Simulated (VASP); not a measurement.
Ga3Sb, 4 atoms in the cell. It takes space group I4/mmm (No. 139, tetragonal). The conventional cell has a = 4.427 Å, b = 4.427 Å, c = 8.644 Å, α = 90.00°, β = 90.00°, γ = 90.00°. Within 4.1 Å of Ga (site symmetry -4m2) lie 8 Ga at 3.09 to 3.13 Å and 4 Sb at 3.09 Å. Within 4.1 Å of Ga (site symmetry 4/mmm) lie 8 Ga at 3.09 Å and 4 Sb at 3.13 Å. Within 4.1 Å of Sb (site symmetry 4/mmm) lie 12 Ga at 3.09 to 3.13 Å. 

```yaml
Program: VASP 6.6.1
Task: single point
Functional: PBEsol
Dispersion: D3(BJ)
Potentials_or_basis: VASP PAW PBE potentials, release 64 (Ga_d, Sb)
Cutoff: 520 eV
k_mesh: 14 × 14 × 14
Occupations: gaussian, width 0.15 eV
Spin: no spin polarisation
Dipole_correction: no
Further_INCAR_settings: ALGO = Fast; EDIFF = 1e-06; NBANDS = 30
```

Potentials or basis: VASP PAW PBE potentials, release 64 (Ga_d, Sb).

Command:

```bash
$ cat potpaw_PBE.64/Ga_d/POTCAR potpaw_PBE.64/Sb/POTCAR > POTCAR
$ mpirun -np 1 vasp_std > vasp.out
```

Hardware: 1 thread of Oxide Virtual Turin-like Processor, on a shared host.

**Question.** How long does it take, and how much memory?

**Answer.** Wall time 22 min on 1 thread of Oxide Virtual Turin-like Processor, on a shared host, peak memory 0.6 GiB. Counts: scf iterations 13, k points 244.
